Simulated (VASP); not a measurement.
Input of a VASP 6.6.1 run:

The input INCAR:

```
PREC = Accurate
ENCUT = 520
EDIFF = 1E-7
ISMEAR = -1
SIGMA = 0.1
LREAL = F
LASPH = T
NELM = 60
ALGO = Normal
ISIF = 2
LWAVE = F
LCHARG = F
GGA = PE
NBANDS = 25
```

The input KPOINTS:

```
Automatic mesh
0
Gamma
  6 6 8
```

POSCAR

```
SiO2
1.0
    4.2118247061      0.0000000000      0.0000000000
    0.0000000000      4.2118247061      0.0000000000
    0.0000000000      0.0000000000      2.6872274452
Si O
2 4
Direct
    0.0000000000      0.0000000000      0.0000000000
    0.5000000000      0.5000000000      0.5000000000
    0.3059000000      0.3059000000      0.0000000000
    0.1941000000      0.8059000000      0.5000000000
    0.6941000000      0.6941000000      0.0000000000
    0.8059000000      0.1941000000      0.5000000000
```

Potentials or basis: VASP PAW PBE potentials, release 64 (Si, O).

Command:

```bash
$ cat potpaw_PBE.64/Si/POTCAR potpaw_PBE.64/O/POTCAR > POTCAR
$ mpirun -np 1 vasp_std > vasp.out
```

Q: Estimate the band gap on the k mesh.

A: 5.18 eV, direct.

Q: What does it give for the largest force?

A: 0.066 eV/Å.

Q: Estimate the pressure.

A: 3.2 GPa.

Forces on the atoms (eV/Å):
```
Si   0.000  0.000  0.000
Si   0.000  0.000  0.000
O    0.047  0.047  0.000
O   -0.047  0.047  0.000
O   -0.047 -0.047  0.000
O    0.047 -0.047  0.000
```

A k mesh can miss the band edges. PBE gaps usually lie below the measured ones, often by a third to a half.
